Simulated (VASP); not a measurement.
# Au (Fm-3m) in VASP: notebook, part 2 of 2

VASP 6.6.1. The steps go on from the part before.

### Step 5. Single point, PBE

This run uses another cell than the first one, of 16.85 Å³/atom, 0.962 times its volume.

Input file INCAR:

```
SYSTEM = Au
PREC = Accurate ; ENCUT = 520
EDIFF = 1E-7 ; ISMEAR = 0
SIGMA = 0.019000000000000003 ; LREAL = .False.
LASPH = .True. ; NELM = 80
ALGO = Normal ; ISIF = 2
LWAVE = .False. ; LCHARG = .True.
GGA = PE ; LELF = .True.
LVHAR = .True. ; NBANDS = 12
```

Input file KPOINTS:

```
Automatic mesh
0
Gamma
  11 11 11
  0 0 0
```

Input file POSCAR:

```
Au
1.0
    0.0000000000      2.0350000000      2.0350000000
    2.0350000000      0.0000000000      2.0350000000
    2.0350000000      2.0350000000      0.0000000000
Au
1
Direct
    0.0000000000      0.0000000000      0.0000000000
```

Potentials or basis: VASP PAW PBE potentials, release 64 (Au).

Launch:

```sh
> cat potpaw_PBE.64/Au/POTCAR > POTCAR
> mpirun -np 1 vasp_std > vasp.out
```

OUTCAR:

```text
SYSTEM = Au
   PREC = Accurate
   ENCUT = 520
   EDIFF = 1E-7
   ISMEAR = 0
   LREAL = .False.
   LASPH = .True.
   NELM = 80
   ISIF = 2
   GGA = PE

 ion  position               nearest neighbor table
   1  0.000  0.000  0.000-

  LATTYP: Found a face centered cubic cell.
 ALAT       =     4.0700000000

  Lattice vectors:

 A1 = (   0.0000000000,   2.0350000000,   2.0350000000)
 A2 = (   2.0350000000,   0.0000000000,   2.0350000000)
 A3 = (   2.0350000000,   2.0350000000,   0.0000000000)

Analysis of symmetry for initial positions (statically):
=====================================================================
 Subroutine PRICEL returns:
 Original cell was already a primitive cell.

 Routine SETGRP: Setting up the symmetry group for a
 face centered cubic supercell.

 Subroutine GETGRP returns: Found 48 space group operations
[... 9 lines left out ...]

 Routine SETGRP: Setting up the symmetry group for a
 face centered cubic supercell.

 Subroutine GETGRP returns: Found 48 space group operations
[... 11 lines left out ...]
                                     Primitive cell

  volume of cell :      16.8548

  direct lattice vectors                    reciprocal lattice vectors
     0.000000000  2.035000000  2.035000000    -0.245700246  0.245700246  0.245700246
     2.035000000  0.000000000  2.035000000     0.245700246 -0.245700246  0.245700246
     2.035000000  2.035000000  0.000000000     0.245700246  0.245700246 -0.245700246

  length of vectors
     2.877924599  2.877924599  2.877924599     0.425565309  0.425565309  0.425565309

  position of ions in fractional coordinates (direct lattice)
     0.000000000  0.000000000  0.000000000

  ion indices of the primitive-cell ions
   primitive index   ion index
                 1           1

----------------------------------------------------------------------------------------

 KPOINTS: Automatic mesh

Automatic generation of k-mesh.
 Grid dimensions read from file:
[... 90 lines left out ...]
   GGA     = PE    functional components
   LHFCALC =     F    Hartree Fock is set to
   AEXX    =    0.0000 exact exchange contribution
   IVDW    =     0    specifies the selected vdW correction
   LEPSILON=     F    determine dielectric tensor
   LRPA    =     F    only Hartree local field effects (RPA)
 non-spin polarized calculation
 Gauss-broadening in eV      SIGMA  =   0.02
  energy-cutoff  :      520.00
  volume of cell :       16.85
 maximum number of plane-waves:       465
 NGX is ok and might be reduce to    24
   NGX = 11   NGY = 11   NGZ = 11

 number of electron      10.9999999 magnetization

 Free energy of the ion-electron system (eV)
  ---------------------------------------------------
  ext. energy  EPLUGINS =         0.00000000
  ---------------------------------------------------
  free energy    TOTEN  =        -3.19554274 eV

  energy without entropy =       -3.19551845  energy(sigma->0) =       -3.19553060

 E-fermi :   9.7665     XC(G=0): -12.7823

 val. band max:        9.5442272659   @ k =   0.4545   0.3636   0.0000
 cond. band min:       9.7938581580   @ k =  -0.4545   0.0909   0.0000
 fundamental gap:      0.2496308921
 Fermi energy:         9.7664932323

 k-point     1 :       0.0000    0.0000    0.0000
  band No.  band energies     occupation
      1      -0.3128      2.00000
      2       4.9101      2.00000
      3       4.9101      2.00000
      4       4.9101      2.00000
      5       6.4533      2.00000
      6       6.4533      2.00000
      7      24.1677      0.00000
      8      28.2298      0.00000
      9      28.2298      0.00000
     10      28.2298      0.00000
     11      33.1716      0.00000
     12      37.9347      0.00000
[... 331 lines left out ...]
 k-point    24 :      -0.1818    0.1818    0.0000
  band No.  band energies     occupation
      1       2.2808      2.00000
      2       4.2902      2.00000
      3       5.1102      2.00000
      4       5.7969      2.00000
      5       5.8356      2.00000
      6       7.6788      2.00000
      7      21.1057      0.00000
      8      23.0923      0.00000
      9      27.3900      0.00000
     10      28.8899      0.00000
     11      31.6329      0.00000
     12      34.3423      0.00000

 [... further k-points ...]

------------------------ aborting loop because EDIFF is reached ----------------------------------------

  FORCE on cell =-STRESS in cart. coord.  units (eV):
  Direction    XX          YY          ZZ          XY          YZ          ZX
  --------------------------------------------------------------------------------------
  -------------------------------------------------------------------------------------
  Total        1.1059420      1.1059420      1.1059420      0.0000000      0.0000000      0.0000000
  in kB      105.1283181    105.1283181    105.1283181      0.0000000      0.0000000      0.0000000
  external PRESSURE =     105.1283181 kB  Pullay stress =       0.0000000 kB

 VOLUME and BASIS-vectors are now :
 -----------------------------------------------------------------------------
  energy-cutoff  :      520.00
  volume of cell :       16.85
      direct lattice vectors                 reciprocal lattice vectors
     0.000000000  2.035000000  2.035000000    -0.245700246  0.245700246  0.245700246
     2.035000000  0.000000000  2.035000000     0.245700246 -0.245700246  0.245700246
     2.035000000  2.035000000  0.000000000     0.245700246  0.245700246 -0.245700246

 POSITION                                       TOTAL-FORCE (eV/Angst)
 -----------------------------------------------------------------------------------
      0.00000      0.00000      0.00000         0.000000      0.000000      0.000000
 -----------------------------------------------------------------------------------
    total drift:                               -0.000000     -0.000000     -0.000000

  FREE ENERGIE OF THE ION-ELECTRON SYSTEM (eV)
  ---------------------------------------------------
  free  energy   TOTEN  =        -3.1955427378 eV

  energy  without entropy=       -3.1955184530  energy(sigma->0) =       -3.19553060
```

OSZICAR:

```text
N       E                     dE             d eps       ncg     rms          rms(c)
DAV:   1     0.518039684606E+02    0.51804E+02   -0.55392E+03  1384   0.821E+02
DAV:   2    -0.265983812952E+01   -0.54464E+02   -0.50864E+02  1600   0.188E+02
DAV:   3    -0.345757286123E+01   -0.79773E+00   -0.79711E+00  1624   0.223E+01
DAV:   4    -0.346021903630E+01   -0.26462E-02   -0.26460E-02  1616   0.149E+00
DAV:   5    -0.346023824450E+01   -0.19208E-04   -0.19208E-04  1692   0.120E-01    0.970E+00
DAV:   6    -0.321725848329E+01    0.24298E+00   -0.63937E-01  1436   0.650E+00    0.613E+00
DAV:   7    -0.319778637714E+01    0.19472E-01   -0.65871E-02  1580   0.210E+00    0.280E+00
DAV:   8    -0.319554688231E+01    0.22395E-02   -0.15275E-03  1484   0.334E-01    0.234E-01
DAV:   9    -0.319553812628E+01    0.87560E-05   -0.16095E-05  1628   0.337E-02    0.341E-02
DAV:  10    -0.319554273123E+01   -0.46050E-05   -0.31622E-06  1584   0.170E-02    0.778E-04
DAV:  11    -0.319554273777E+01   -0.65365E-08   -0.64997E-08  1304   0.196E-03
   1 F= -.31955427E+01 E0= -.31955306E+01  d E =-.242848E-04
```

stdout:

```text
POSCAR found type information on POSCAR Au
 POSCAR found :  1 types and       1 ions
 scaLAPACK will be used
 LDA part: xc-table for (Slater+PW92), standard interpolation
 POSCAR, INCAR and KPOINTS ok, starting setup
 FFT: planning ... GRIDC
 FFT: planning ... GRID_SOFT
 FFT: planning ... GRID
 WAVECAR not read
 entering main loop
```

Wall time 17 s (1 thread of Intel Xeon Platinum 8375C at 2.90GHz (Ice Lake), shared host); peak memory 0.14 GiB.

What came out:

* Free energy: -3.1955 eV
* Pressure: 10.5 GPa

Levels at points of the mesh, in eV from the Fermi level:
| k point | band 3 | band 4 | band 5 | band 6 | band 7 | band 8 | band 9 | band 10 |
| --- | --- | --- | --- | --- | --- | --- | --- | --- |
| (0.00, 0.00, 0.00) | -4.86 | -4.86 | -3.31 | -3.31 | 14.40 | 18.46 | 18.46 | 18.46 |

Caveat: spin-orbit coupling is left out, which moves the levels of the heavy elements.

### Step 6. Single point, PBE

This run uses another cell than the first one, of 16.85 Å³/atom, 0.962 times its volume.

Input file INCAR:

```
PREC = Accurate ; ENCUT = 520
EDIFF = 1E-6 ; ISMEAR = 0
SIGMA = 0.020999999999999998 ; LREAL = False
LASPH = True ; NELM = 60
ALGO = Normal ; ISIF = 2
LWAVE = False ; LCHARG = False
GGA = PE ; NBANDS = 12
```

Input file KPOINTS:

```
Automatic mesh
0
Gamma
  11 11 11
```

POSCAR is that of step 5.

Potentials or basis: VASP PAW PBE potentials, release 64 (Au).

Launch:

```sh
> cat potpaw_PBE.64/Au/POTCAR > POTCAR
> mpirun -np 1 vasp_std > vasp.out
```

OUTCAR:

```text
PREC = Accurate
   ENCUT = 520
   EDIFF = 1E-6
   ISMEAR = 0
   LREAL = False
   LASPH = True
   NELM = 60
   ISIF = 2
   GGA = PE

 ion  position               nearest neighbor table
   1  0.000  0.000  0.000-

  LATTYP: Found a face centered cubic cell.
 ALAT       =     4.0700000000

  Lattice vectors:

 A1 = (   0.0000000000,   2.0350000000,   2.0350000000)
 A2 = (   2.0350000000,   0.0000000000,   2.0350000000)
 A3 = (   2.0350000000,   2.0350000000,   0.0000000000)

Analysis of symmetry for initial positions (statically):
=====================================================================
 Subroutine PRICEL returns:
 Original cell was already a primitive cell.

 Routine SETGRP: Setting up the symmetry group for a
 face centered cubic supercell.

 Subroutine GETGRP returns: Found 48 space group operations
[... 9 lines left out ...]

 Routine SETGRP: Setting up the symmetry group for a
 face centered cubic supercell.

 Subroutine GETGRP returns: Found 48 space group operations
[... 11 lines left out ...]
                                     Primitive cell

  volume of cell :      16.8548

  direct lattice vectors                    reciprocal lattice vectors
     0.000000000  2.035000000  2.035000000    -0.245700246  0.245700246  0.245700246
     2.035000000  0.000000000  2.035000000     0.245700246 -0.245700246  0.245700246
     2.035000000  2.035000000  0.000000000     0.245700246  0.245700246 -0.245700246

  length of vectors
     2.877924599  2.877924599  2.877924599     0.425565309  0.425565309  0.425565309

  position of ions in fractional coordinates (direct lattice)
     0.000000000  0.000000000  0.000000000

  ion indices of the primitive-cell ions
   primitive index   ion index
                 1           1

----------------------------------------------------------------------------------------

 KPOINTS: Automatic mesh

Automatic generation of k-mesh.
 Grid dimensions read from file:
 generate k-points for:   11   11   11

 Generating k-lattice:

[... 87 lines left out ...]
   LHFCALC =     F    Hartree Fock is set to
   AEXX    =    0.0000 exact exchange contribution
   IVDW    =     0    specifies the selected vdW correction
   LEPSILON=     F    determine dielectric tensor
   LRPA    =     F    only Hartree local field effects (RPA)
 non-spin polarized calculation
 Gauss-broadening in eV      SIGMA  =   0.02
  energy-cutoff  :      520.00
  volume of cell :       16.85
 maximum number of plane-waves:       465
 NGX is ok and might be reduce to    24
   NGX = 11   NGY = 11   NGZ = 11

 number of electron      10.9999999 magnetization

 Free energy of the ion-electron system (eV)
  ---------------------------------------------------
  ext. energy  EPLUGINS =         0.00000000
  ---------------------------------------------------
  free energy    TOTEN  =        -3.19554529 eV

  energy without entropy =       -3.19551845  energy(sigma->0) =       -3.19553187

 E-fermi :   9.7636     XC(G=0): -12.7823

 val. band max:        9.5442272781   @ k =   0.4545   0.3636   0.0000
 cond. band min:       9.7938581652   @ k =  -0.4545   0.0909   0.0000
 fundamental gap:      0.2496308872
 Fermi energy:         9.7636127210

 k-point     1 :       0.0000    0.0000    0.0000
  band No.  band energies     occupation
      1      -0.3128      2.00000
      2       4.9101      2.00000
      3       4.9101      2.00000
      4       4.9101      2.00000
      5       6.4533      2.00000
      6       6.4533      2.00000
      7      24.1677      0.00000
      8      28.2298      0.00000
      9      28.2298      0.00000
     10      28.2298      0.00000
     11      33.1716      0.00000
     12      37.9347      0.00000
[... 331 lines left out ...]
 k-point    24 :      -0.1818    0.1818    0.0000
  band No.  band energies     occupation
      1       2.2808      2.00000
      2       4.2902      2.00000
      3       5.1102      2.00000
      4       5.7969      2.00000
      5       5.8356      2.00000
      6       7.6788      2.00000
      7      21.1057      0.00000
      8      23.0923      0.00000
      9      27.3900      0.00000
     10      28.8899      0.00000
     11      31.6329      0.00000
     12      34.3423      0.00000

 [... further k-points ...]

------------------------ aborting loop because EDIFF is reached ----------------------------------------

  FORCE on cell =-STRESS in cart. coord.  units (eV):
  Direction    XX          YY          ZZ          XY          YZ          ZX
  --------------------------------------------------------------------------------------
  -------------------------------------------------------------------------------------
  Total        1.1059171      1.1059171      1.1059171      0.0000000     -0.0000000      0.0000000
  in kB      105.1259468    105.1259468    105.1259468      0.0000000     -0.0000000      0.0000000
  external PRESSURE =     105.1259468 kB  Pullay stress =       0.0000000 kB

 VOLUME and BASIS-vectors are now :
 -----------------------------------------------------------------------------
  energy-cutoff  :      520.00
  volume of cell :       16.85
      direct lattice vectors                 reciprocal lattice vectors
     0.000000000  2.035000000  2.035000000    -0.245700246  0.245700246  0.245700246
     2.035000000  0.000000000  2.035000000     0.245700246 -0.245700246  0.245700246
     2.035000000  2.035000000  0.000000000     0.245700246  0.245700246 -0.245700246

 POSITION                                       TOTAL-FORCE (eV/Angst)
 -----------------------------------------------------------------------------------
      0.00000      0.00000      0.00000        -0.000000     -0.000000      0.000000
 -----------------------------------------------------------------------------------
    total drift:                               -0.000000     -0.000000     -0.000000

  FREE ENERGIE OF THE ION-ELECTRON SYSTEM (eV)
  ---------------------------------------------------
  free  energy   TOTEN  =        -3.1955452938 eV

  energy  without entropy=       -3.1955184527  energy(sigma->0) =       -3.19553187
```

OSZICAR:

```text
N       E                     dE             d eps       ncg     rms          rms(c)
DAV:   1     0.518039428409E+02    0.51804E+02   -0.55392E+03  1384   0.821E+02
DAV:   2    -0.265985422190E+01   -0.54464E+02   -0.50864E+02  1600   0.188E+02
DAV:   3    -0.345758920658E+01   -0.79773E+00   -0.79711E+00  1624   0.223E+01
DAV:   4    -0.346023537923E+01   -0.26462E-02   -0.26460E-02  1616   0.149E+00
DAV:   5    -0.346025458731E+01   -0.19208E-04   -0.19208E-04  1692   0.120E-01    0.970E+00
DAV:   6    -0.321726687525E+01    0.24299E+00   -0.63927E-01  1436   0.650E+00    0.613E+00
DAV:   7    -0.319778892978E+01    0.19478E-01   -0.65918E-02  1580   0.210E+00    0.280E+00
DAV:   8    -0.319554945406E+01    0.22395E-02   -0.15312E-03  1484   0.335E-01    0.234E-01
DAV:   9    -0.319554067700E+01    0.87771E-05   -0.15913E-05  1628   0.335E-02    0.339E-02
DAV:  10    -0.319554528752E+01   -0.46105E-05   -0.31482E-06  1584   0.169E-02    0.771E-04
DAV:  11    -0.319554529383E+01   -0.63155E-08   -0.63153E-08   864   0.196E-03
   1 F= -.31955453E+01 E0= -.31955319E+01  d E =-.268411E-04
```

It took 14 s on 1 thread of Intel Xeon Platinum 8375C at 2.90GHz (Ice Lake), shared host; peak memory 0.14 GiB.

What came out:

- Free energy: -3.1955 eV
- Pressure: 10.5 GPa

Caveat: spin-orbit coupling is left out, which moves the levels of the heavy elements.

### Step 7. Summary

| level | spin | cell | smearing | gap on the mesh (eV) | pressure (GPa) | moment (μB) |
| --- | --- | --- | --- | --- | --- | --- |
| RPBE+D4 | collinear, ferromagnetic start | a = 2.916 Å, angles 60.0°, 1 atom | fermi-dirac 0.025 eV | none | -3.3 | 0.00 |
| RPBE+D4 | collinear, ferromagnetic start | a = 2.934 Å, angles 60.0°, 1 atom | fermi-dirac 0.025 eV | none | -5.9 | 0.00 |
| PBE | off | a = 2.878 Å, angles 60.0°, 1 atom | gaussian 0.015 eV | none | 10.5 | - |
| PBE | off | a = 2.878 Å, angles 60.0°, 1 atom | gaussian 0.019 eV | none | 10.5 | - |
| PBE | off | a = 2.878 Å, angles 60.0°, 1 atom | gaussian 0.021 eV | none | 10.5 | - |

Alike in all rows: task single point; potentials or basis VASP PAW PBE potentials, release 64 (Au); k mesh 11 × 11 × 11; cutoff (eV) 520.

Caveats: spin-orbit coupling is left out, which moves the levels of the heavy elements; the PAW data sets were made with another functional, which shifts forces and pressure a little (some runs); pairwise dispersion overbinds metals, which lowers pressure and volume (some runs).

Total energies depend on the potentials used, so only differences within one code and one set of settings carry meaning.
